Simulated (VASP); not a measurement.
Set up this calculation in VASP 6.6.1, as the native input.

```yaml
Task: single point
Functional: LDA
Potentials_or_basis: VASP PAW LDA potentials, release 64 (Fe, Co)
Cutoff: 520 eV
k_mesh: 10 × 10 × 14
Occupations: gaussian, width 0.15 eV
Spin: collinear spin, ferromagnetic start
Starting_moments: "[2.34, 2.66, 2.66, 1.9] μB"
Dipole_correction: no
Further_INCAR_settings: ALGO = Fast; EDIFF = 1e-07; NBANDS = 28
```

The structure of Fe3Co lies in POSCAR:

```
Fe3Co
1.0
    4.0433000000      0.0000000000      0.0000000000
    0.0000000000      4.0433000000      0.0000000000
    0.0000000000      0.0000000000      2.6182000000
Fe Co
3 1
Direct
    0.5000000000      0.5000000000      0.0000000000
    0.5000000000      0.0000000000      0.5000000000
    0.0000000000      0.5000000000      0.5000000000
    0.0000000000      0.0000000000      0.0000000000
```

These files were run (other wordings do the same):

INCAR

```
SYSTEM = Fe3Co
PREC     = Accurate       ! precision mode
ENCUT    = 520            ! plane-wave cutoff, eV
EDIFF    = 1E-7           ! SCF threshold, eV
ISMEAR   = 0              ! smearing method
SIGMA    = 0.15           ! smearing width, eV
LREAL    = .False.        ! projectors in reciprocal space
LASPH    = .True.         ! aspherical terms in the spheres
NELM     = 150            ! most SCF steps
ALGO     = Fast           ! electronic algorithm
ISIF     = 2              ! what is computed and relaxed
LWAVE    = .False.        ! write WAVECAR
LCHARG   = .False.        ! write CHGCAR
ISPIN    = 2              ! spin polarisation
MAGMOM   = 2.34 2.66 2.66 1.9 ! initial moments
LORBIT   = 11             ! projections on sites
LMAXMIX  = 4              ! l up to which the mixer works
NBANDS   = 28             ! bands
```

KPOINTS

```
regular mesh
0
Gamma
  10 10 14
  0 0 0
```

Potentials or basis: VASP PAW LDA potentials, release 64 (Fe, Co).

The run is started by

```bash
$ cat potpaw_LDA.64/Fe/POTCAR potpaw_LDA.64/Co/POTCAR > POTCAR
$ mpirun -np 1 vasp_std > vasp.out
```

It gave:

```
Pressure                                              : -4.2 GPa
Net moment                                            : 8.48 μB per cell
Site moments                                          : Fe +2.07, +2.34 (each value once); Co +1.61 μB
Valence electrons inside the program's atomic spheres : Fe 7.42, 7.37 (each value once); Co 8.38
```

Caveat: the stress differs along the axes, from -8 to 4 GPa.

Run time: 8.8 min on 1 thread of Intel(R) Xeon(R) Platinum 8259CL CPU @ 2.50GHz (Skylake/Cascade Lake) (shared host), peak memory 0.37 GiB.
